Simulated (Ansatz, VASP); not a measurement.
Two plane-wave programs on TePt2

```
Te Pt
1.0
    -2.73664    2.73664    3.98875
     2.73664   -2.73664    3.98875
     2.73664    2.73664   -3.98875
Te Pt
2 4
Direct
  0.25000 0.25000 0.00000
  0.75000 0.75000 0.00000
  0.67750 0.17750 0.85500
  0.17750 0.32250 0.50000
  0.32250 0.82250 0.14500
  0.82250 0.67750 0.50000
```

Change from the starting cell: species swapped into the RhPb2 type (I4/mcm, No. 140).

Alike in both runs: task relaxation of cell and atoms; functional PBE; k mesh 8 × 8 × 8; occupations gaussian, width 0.1 eV; no spin polarisation.

```csv
,VASP,Ansatz
version,VASP 6.6.1,Ansatz 0.2.0
potentials or method,"VASP PAW PBE potentials, release 64 (Te, Pt), cutoff 600 eV","scalar-relativistic, plane waves, PAW"
valence electrons in the cell,52,104
```

```tsv
	VASP	Ansatz	Ansatz less VASP
gap on the k mesh at the Fermi level, each at its own relaxed structure (eV)	none	none	-
relaxed volume (Å³/atom)	19.82	19.86	+0.038
relaxed cell length with the largest relative difference (Å)	5.562	5.568	+0.0059
```

A gap of «none» marks a metal or a gap that the smearing closes. VASP's potentials hold 52 valence electrons a cell and Ansatz's 104, so a difference there can come from the potentials and not from the codes.

Spin-orbit coupling is off throughout.
